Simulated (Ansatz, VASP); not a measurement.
**One calculation of AlIn2As2P, two programs**

```
Al In P As
1.0
     5.27365    0.00000    0.00000
    -2.63683    4.56712    0.00000
     0.00000    0.00000    9.36608
Al In P As
1 2 1 2
Cartesian
  0.0000 0.0000 4.6830
  0.0000 3.0447 4.6830
  2.6368 1.5224 4.6830
  0.0000 0.0000 0.0000
  0.0000 0.0000 2.1769
  0.0000 0.0000 7.1892
```

Alike in both runs: functional PBE; k mesh 12 × 12 × 4; occupations gaussian, width 0.1 eV; no spin polarisation.

Ansatz relaxed the structure, and its values are those at the end. VASP's run is a single point on that final structure, the one shown.

|  | VASP | Ansatz |
| --- | --- | --- |
| version | VASP 6.6.1 | Ansatz 0.2.0 |
| potentials or method | VASP PAW PBE potentials, release 64 (Al, In_d, P, As), cutoff 520 eV | scalar-relativistic, plane waves, PAW |
| valence electrons in the cell | 44 | 64 |

|  | VASP | Ansatz | Ansatz less VASP |
| --- | --- | --- | --- |
| gap on the k mesh at the Fermi level (eV) | none | none | - |
| pressure (GPa) | 0.0 | 0.0 | -0.04 |
| rms of the force components (eV/Å) | 0.008 | 0.003 | -0.0050 |

A gap of «none» marks a metal or a gap that the smearing closes. VASP's potentials hold 44 valence electrons a cell and Ansatz's 64, so a difference there can come from the potentials and not from the codes.
